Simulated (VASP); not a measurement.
# Ca2SiS6 (Fm-3m) in VASP: notebook

The runs below take Ca2SiS6 through single point, relaxation of cell and atoms, with PBE.

Program: VASP 6.6.1. These are calculated values, not measurements. Logs are shortened: lines on timing, memory, paths and dates and some standing lists are left out, and cuts for length are marked.

### Step 1. The cell of the first run

The structure is cubic, space group Fm-3m (No. 225). The conventional cell has a = 8.799 Å, b = 8.799 Å, c = 8.799 Å, α = 90.00°, β = 90.00°, γ = 90.00°. Within 4.1 Å of Ca (site symmetry -43m) lie 12 S at 3.11 Å and 4 Si at 3.81 Å. Si (site symmetry m-3m) has 6 S at 2.20 Å within 2.9 Å. Within 2.9 Å of S (site symmetry 4mm) lie 1 Si at 2.20 Å.

### Step 2. Single point, PBE

Contents of INCAR:

```
SYSTEM = Ca2SiS6
PREC = Accurate
ENCUT = 520
EDIFF = 1E-6
ISMEAR = 0
SIGMA = 0.1
LREAL = .False.
LASPH = .True.
NELM = 100
ALGO = Normal
ISIF = 2
LWAVE = .False.
LCHARG = .False.
GGA = PE
NBANDS = 40
```

Contents of KPOINTS:

```
Automatic mesh
0
Gamma
  4 4 4
  0 0 0
```

Contents of POSCAR:

```
Ca2SiS6
1.0
    0.0000000000      4.3994401800      4.3994401800
    4.3994401800      0.0000000000      4.3994401800
    4.3994401800      4.3994401800      0.0000000000
Ca Si S
2 1 6
Direct
    0.2500000000      0.2500000000      0.2500000000
    0.7500000000      0.7500000000      0.7500000000
    0.0000000000      0.0000000000      0.0000000000
    0.7500000000      0.2500000000      0.2500000000
    0.2500000000      0.7500000000      0.7500000000
    0.2500000000      0.7500000000      0.2500000000
    0.7500000000      0.2500000000      0.7500000000
    0.2500000000      0.2500000000      0.7500000000
    0.7500000000      0.7500000000      0.2500000000
```

Potentials or basis: VASP PAW PBE potentials, release 64 (Ca_sv, Si, S).

Launch:

```console
$ cat potpaw_PBE.64/Ca_sv/POTCAR potpaw_PBE.64/Si/POTCAR potpaw_PBE.64/S/POTCAR > POTCAR
$ mpirun -np 1 vasp_std > vasp.out
```

OUTCAR:

```text
SYSTEM = Ca2SiS6
   PREC = Accurate
   ENCUT = 520
   EDIFF = 1E-6
   ISMEAR = 0
   LREAL = .False.
   LASPH = .True.
   NELM = 100
   ISIF = 2
   GGA = PE

 ion  position               nearest neighbor table
   1  0.250  0.250  0.250-
   2  0.750  0.750  0.750-
   3  0.000  0.000  0.000-   4 2.20   5 2.20   6 2.20   7 2.20   8 2.20   9 2.20
   4  0.750  0.250  0.250-   3 2.20
   5  0.250  0.750  0.750-   3 2.20
   6  0.250  0.750  0.250-   3 2.20
   7  0.750  0.250  0.750-   3 2.20
   8  0.250  0.250  0.750-   3 2.20
   9  0.750  0.750  0.250-   3 2.20

  LATTYP: Found a face centered cubic cell.
 ALAT       =     8.7988803600

  Lattice vectors:

 A1 = (   0.0000000000,   4.3994401800,   4.3994401800)
 A2 = (   4.3994401800,   0.0000000000,   4.3994401800)
 A3 = (   4.3994401800,   4.3994401800,   0.0000000000)

Analysis of symmetry for initial positions (statically):
=====================================================================
 Subroutine PRICEL returns:
 Original cell was already a primitive cell.

 Routine SETGRP: Setting up the symmetry group for a
 face centered cubic supercell.

 Subroutine GETGRP returns: Found 48 space group operations
 (whereof 48 operations were pure point group operations)
 out of a pool of 48 trial point group operations.

The static configuration has the point symmetry O_h .

Analysis of symmetry for dynamics (positions and initial velocities):
=====================================================================
 Subroutine PRICEL returns:
 Original cell was already a primitive cell.

 Routine SETGRP: Setting up the symmetry group for a
 face centered cubic supercell.

 Subroutine GETGRP returns: Found 48 space group operations
 (whereof 48 operations were pure point group operations)
 out of a pool of 48 trial point group operations.

The dynamic configuration has the point symmetry O_h .

 Subroutine INISYM returns: Found 48 space group operations
 (whereof 48 operations are pure point group operations),
 and found     1 'primitive' translations

----------------------------------------------------------------------------------------

                                     Primitive cell

  volume of cell :     170.3030

  direct lattice vectors                    reciprocal lattice vectors
     0.000000000  4.399440180  4.399440180    -0.113650824  0.113650824  0.113650824
     4.399440180  0.000000000  4.399440180     0.113650824 -0.113650824  0.113650824
     4.399440180  4.399440180  0.000000000     0.113650824  0.113650824 -0.113650824

  length of vectors
     6.221747969  6.221747969  6.221747969     0.196849001  0.196849001  0.196849001

  position of ions in fractional coordinates (direct lattice)
     0.250000000  0.250000000  0.250000000
     0.750000000  0.750000000  0.750000000
     0.000000000  0.000000000  0.000000000
     0.750000000  0.250000000  0.250000000
     0.250000000  0.750000000  0.750000000
     0.250000000  0.750000000  0.250000000
     0.750000000  0.250000000  0.750000000
     0.250000000  0.250000000  0.750000000
     0.750000000  0.750000000  0.250000000

  ion indices of the primitive-cell ions
   primitive index   ion index
                 1           1
                 2           2
                 3           3
                 4           4
                 5           5
                 6           6
                 7           7
                 8           8
                 9           9

----------------------------------------------------------------------------------------

 KPOINTS: Automatic mesh

Automatic generation of k-mesh.
 Grid dimensions read from file:
 generate k-points for:    4    4    4

 Generating k-lattice:

  Cartesian coordinates                     Fractional coordinates (reciprocal lattice)
    -0.028412706  0.028412706  0.028412706     0.250000000  0.000000000  0.000000000
     0.028412706 -0.028412706  0.028412706     0.000000000  0.250000000  0.000000000
     0.028412706  0.028412706 -0.028412706     0.000000000  0.000000000  0.250000000

  Length of vectors
     0.049212250  0.049212250  0.049212250

  Shift w.r.t. Gamma in fractional coordinates (k-lattice)
     0.000000000  0.000000000  0.000000000

 Subroutine IBZKPT returns following result:
 ===========================================

 Found      8 irreducible k-points:

 Following reciprocal coordinates:
            Coordinates               Weight
  0.000000  0.000000  0.000000      1.000000
  0.250000  0.000000  0.000000      8.000000
  0.500000  0.000000  0.000000      4.000000
  0.250000  0.250000  0.000000      6.000000
  0.500000  0.250000  0.000000     24.000000
 -0.250000  0.250000  0.000000     12.000000
  0.500000  0.500000  0.000000      3.000000
 -0.250000  0.500000  0.250000      6.000000
   k-points           NKPTS =      8   k-points in BZ     NKDIM =      8   number of bands    NBANDS=     40
   number of dos      NEDOS =    301   number of ions     NIONS =      9
   total plane-waves  NPLWV = 110592
   dimension x,y,z NGX =    48 NGY =   48 NGZ =   48
   dimension x,y,z NGXF=    96 NGYF=   96 NGZF=   96
   ions per type =               2   1   6
   NGX,Y,Z   is equivalent  to a cutoff of  12.83, 12.83, 12.83 a.u.
   NGXF,Y,Z  is equivalent  to a cutoff of  25.65, 25.65, 25.65 a.u.
 SYSTEM =  Ca2SiS6
   PREC   = accura    normal or accurate (medium, high low for compatibility)
   ISTART =      0    job   : 0-new  1-cont  2-samecut
   ICHARG =      2    charge: 1-file 2-atom 10-const
   ISPIN  =      1    spin polarized calculation?
   LNONCOLLINEAR =      F non collinear calculations
   LSORBIT =      F    spin-orbit coupling
   LASPH  =      T    aspherical Exc in radial PAW
   ENCUT  =  520.0 eV  38.22 Ry    6.18 a.u.  11.57 11.57 11.57*2*pi/ulx,y,z
   NELM   =    100;   NELMIN=  2; NELMDL= -5     # of ELM steps
   EDIFF  = 0.1E-05   stopping-criterion for ELM
   LREAL  =      F    real-space projection
   EDIFFG = 0.1E-04   stopping-criterion for IOM
   NSW    =      0    number of steps for IOM
   IBRION =     -1    ionic relax: 0-MD 1-quasi-New 2-CG
   NFREE  =      0    steps in history (QN), initial steepest desc. (CG)
   ISIF   =      2    stress and relaxation
   ISYM   =      2    0-nonsym 1-usesym 2-fastsym
   POTIM  = 0.5000    time-step for ionic-motion
   TEBEG  =    0.0;   TEEND  =   0.0 temperature during run
   PSTRESS=    0.0 pullay stress
   NELECT =      60.0000    total number of electrons
   NUPDOWN=      -1.0000    fix difference up-down
   EMIN   =  10.00;   EMAX   =-10.00  energy-range for DOS
   EFERMI =   0.00;   METHOD = LEGACY
   ISMEAR =     0;   SIGMA  =   0.10  broadening in eV -4-tet -1-fermi 0-gaus
   EFERMI_NEDOS =   21; number of points for ismear=-14 and -15
   IALGO  =     38    algorithm
   IMIX   =      4    mixing-type and parameters
     AMIX     =   0.40;   BMIX     =  1.00
     AMIX_MAG =   1.60;   BMIX_MAG =  1.00
  volume/ion in A,a.u.               =      18.92       127.70
  Fermi-wavevector in a.u.,A,eV,Ry     =   1.156248  2.184993 18.189772  1.336910
  Thomas-Fermi vector in A             =   2.292870
   LORBIT       =      0    0 simple, 1 ext, 2 COOP (PROOUT), +10 PAW based schemes
   GGA     = PE    functional components
   LHFCALC =     F    Hartree Fock is set to
   AEXX    =    0.0000 exact exchange contribution
   IVDW    =     0    specifies the selected vdW correction
   LEPSILON=     F    determine dielectric tensor
   LRPA    =     F    only Hartree local field effects (RPA)
 non-spin polarized calculation
 Gauss-broadening in eV      SIGMA  =   0.10
  energy-cutoff  :      520.00
  volume of cell :      170.30
 maximum number of plane-waves:      4621
 NGX is ok and might be reduce to    48
   NGX = 23   NGY = 23   NGZ = 23

 number of electron      59.9999994 magnetization

 Free energy of the ion-electron system (eV)
  ---------------------------------------------------
  ext. energy  EPLUGINS =         0.00000000
  ---------------------------------------------------
  free energy    TOTEN  =       -39.76175461 eV

  energy without entropy =      -39.71371624  energy(sigma->0) =      -39.73773543

 E-fermi :   5.1818     XC(G=0): -10.1116

 val. band max:        5.1746042838   @ k =  -0.2500   0.2500   0.0000
 cond. band min:       5.2209142044   @ k =   0.5000   0.0000   0.0000
 fundamental gap:      0.0463099206
 Fermi energy:         5.1817679064

 k-point     1 :       0.0000    0.0000    0.0000
  band No.  band energies     occupation
      1     -35.2837      2.00000
      2     -35.2805      2.00000
      3     -16.2968      2.00000
      4     -16.2968      2.00000
      5     -16.2968      2.00000
      6     -16.2751      2.00000
[... 32 lines left out ...]
     39       8.6716      0.00000
     40       9.7464      0.00000

 k-point     2 :       0.2500    0.0000    0.0000
  band No.  band energies     occupation
      1     -35.2832      2.00000
      2     -35.2810      2.00000
      3     -16.2966      2.00000
      4     -16.2942      2.00000
      5     -16.2942      2.00000
      6     -16.2817      2.00000
[... 32 lines left out ...]
     39       9.6559      0.00000
     40       9.8633      0.00000

 k-point     3 :       0.5000    0.0000    0.0000
  band No.  band energies     occupation
      1     -35.2821      2.00000
      2     -35.2821      2.00000
      3     -16.2931      2.00000
      4     -16.2916      2.00000
      5     -16.2874      2.00000
      6     -16.2874      2.00000
[... 165 lines left out ...]
  band No.  band energies     occupation
      1     -35.2826      2.00000
      2     -35.2815      2.00000
      3     -16.3168      2.00000
      4     -16.3059      2.00000
      5     -16.3059      2.00000
      6     -16.2713      2.00000
[... 32 lines left out ...]
     39      10.8205      0.00000
     40      11.0288      0.00000

 k-point     8 :      -0.2500    0.5000    0.2500
  band No.  band energies     occupation
      1     -35.2821      2.00000
      2     -35.2821      2.00000
      3     -16.3121      2.00000
      4     -16.3106      2.00000
      5     -16.2887      2.00000
      6     -16.2887      2.00000
[... 32 lines left out ...]
     39      10.3113      0.00000
     40      10.3113      0.00000

------------------------ aborting loop because EDIFF is reached ----------------------------------------

  FORCE on cell =-STRESS in cart. coord.  units (eV):
  Direction    XX          YY          ZZ          XY          YZ          ZX
  --------------------------------------------------------------------------------------
  -------------------------------------------------------------------------------------
  Total        4.8822897      4.8822897      4.8822897      0.0000000      0.0000000     -0.0000000
  in kB       45.9316329     45.9316329     45.9316329      0.0000000      0.0000000     -0.0000000
  external PRESSURE =      45.9316329 kB  Pullay stress =       0.0000000 kB

 VOLUME and BASIS-vectors are now :
 -----------------------------------------------------------------------------
  energy-cutoff  :      520.00
  volume of cell :      170.30
      direct lattice vectors                 reciprocal lattice vectors
     0.000000000  4.399440180  4.399440180    -0.113650824  0.113650824  0.113650824
     4.399440180  0.000000000  4.399440180     0.113650824 -0.113650824  0.113650824
     4.399440180  4.399440180  0.000000000     0.113650824  0.113650824 -0.113650824

 POSITION                                       TOTAL-FORCE (eV/Angst)
 -----------------------------------------------------------------------------------
      2.19972      2.19972      2.19972        -0.000000     -0.000000     -0.000000
      6.59916      6.59916      6.59916         0.000000      0.000000     -0.000000
      0.00000      0.00000      0.00000         0.000000      0.000000      0.000000
      2.19972      4.39944      4.39944         0.360864      0.000000      0.000000
      6.59916      4.39944      4.39944        -0.360864      0.000000      0.000000
      4.39944      2.19972      4.39944         0.000000      0.360864      0.000000
      4.39944      6.59916      4.39944         0.000000     -0.360864      0.000000
      4.39944      4.39944      2.19972         0.000000      0.000000      0.360864
      4.39944      4.39944      6.59916         0.000000      0.000000     -0.360864
 -----------------------------------------------------------------------------------
    total drift:                               -0.000000     -0.000000     -0.000000

  FREE ENERGIE OF THE ION-ELECTRON SYSTEM (eV)
  ---------------------------------------------------
  free  energy   TOTEN  =       -39.7617546137 eV

  energy  without entropy=      -39.7137162442  energy(sigma->0) =      -39.73773543
```

It took 76 s on 1 thread of Intel Xeon 6975P-C, shared host; peak memory 0.34 GiB.

What came out:

- Free energy: -39.7618 eV
- Pressure: 4.6 GPa
- Band gap on the k mesh: zero (band 30 reaches 6.27 eV, above the bottom of band 31 at 5.05 eV)

Levels at points of the mesh, in eV from the Fermi level:
```tsv
k point	band 26	band 27	band 28	band 29	band 30	band 31	band 32	band 33	band 34	band 35
(0.00, 0.00, 0.00)	-0.03	0.09	0.09	0.09	1.09	1.09	1.09	1.22	3.06	3.08
(0.50, 0.00, 0.00)	-2.11	-0.11	0.04	0.04	0.06	0.35	0.35	3.04	3.77	4.06
(0.50, 0.50, 0.00)	-1.97	-1.86	-1.86	-0.48	-0.48	-0.09	0.85	4.03	4.07	4.35
```

(Continued in part 2 of 2.)
